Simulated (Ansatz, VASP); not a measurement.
# Pd: VASP beside Ansatz

```xyz
2
Lattice="-3.0093 3.4259 1.3582 3.4259 -3.0093 1.3582 1.9364 1.9364 -0.5951" Properties=species:S:1:pos:R:3 pbc="T T T"
Pd    5.3111   -1.0217    0.7631
Pd   -0.3810    2.7341    1.0606
```

Alike in both runs: task single point; functional revPBE; k mesh 14 × 14 × 13; occupations fermi-dirac, width 0.05 eV; collinear spin.

|  | VASP | Ansatz |
| --- | --- | --- |
| version | VASP 6.6.1 | Ansatz 0.2.0 |
| potentials or method | VASP PAW PBE potentials, release 64 (Pd), cutoff 520 eV | plane waves (420 eV) with PAW, scalar-relativistic |
| valence electrons in the cell | 20 | 36 |

VASP gave:

| Property | Result |
| --- | --- |
| pressure (GPa) | -8.8 |
| traceless stress, the component that is largest in VASP (GPa) | 0.38 |
| net moment per atom (μB) | 0.00 |

**Question.** Estimate Ansatz's values.

**Answer.** Pressure (GPa): -8.6; traceless stress, the component that is largest in VASP (GPa): 0.37; net moment per atom (μB): 0.00.

VASP's potentials were made for PBE, not for revPBE. With one functional, cell and mesh, what is left measures potentials, basis and numerics. VASP's potentials hold 20 valence electrons a cell and Ansatz's 36, so a difference there can come from the potentials and not from the codes. Ansatz's warnings: seeded moment not kept.
